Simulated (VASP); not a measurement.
A run of VASP 6.6.1:

Contents of INCAR:

```
  ALGO = Normal
  EDIFF = 1E-6
  ENCUT = 600
  GGA = PE
  GGA_COMPAT = False
  ISIF = 2
  ISMEAR = 0
  LASPH = True
  LCHARG = True
  LELF = True
  LREAL = False
  LVHAR = True
  LWAVE = False
  NBANDS = 27
  NELM = 120
  PREC = Accurate
  SIGMA = 0.01
```

The input KPOINTS:

```
k-points
0
Gamma
  10 10 10
```

Contents of POSCAR:

```
Cu3N
1.0
    3.9418186819      0.0000000000      0.0000000000
    0.0000000000      3.9418186819      0.0000000000
    0.0000000000      0.0000000000      3.9418186819
Cu N
3 1
Direct
    0.5000000000      0.0000000000      0.0000000000
    0.0000000000      0.5000000000      0.0000000000
    0.0000000000      0.0000000000      0.5000000000
    0.0000000000      0.0000000000      0.0000000000
```

Potentials or basis: VASP PAW PBE potentials, release 64 (Cu, N).

Command:

```sh
$ cat potpaw_PBE.64/Cu/POTCAR potpaw_PBE.64/N/POTCAR > POTCAR
$ mpirun -np 1 vasp_std > vasp.out
```

Hardware: 1 thread of AMD EPYC 9R45 96-Core Processor (Zen 5), with other jobs on the host.

**Question.** How long does it take, and how much memory?

**Answer.** Wall time 57 s on 1 thread of AMD EPYC 9R45 96-Core Processor (Zen 5), with other jobs on the host, peak memory 0.2 GiB. Counts: scf iterations 14, k points 56.
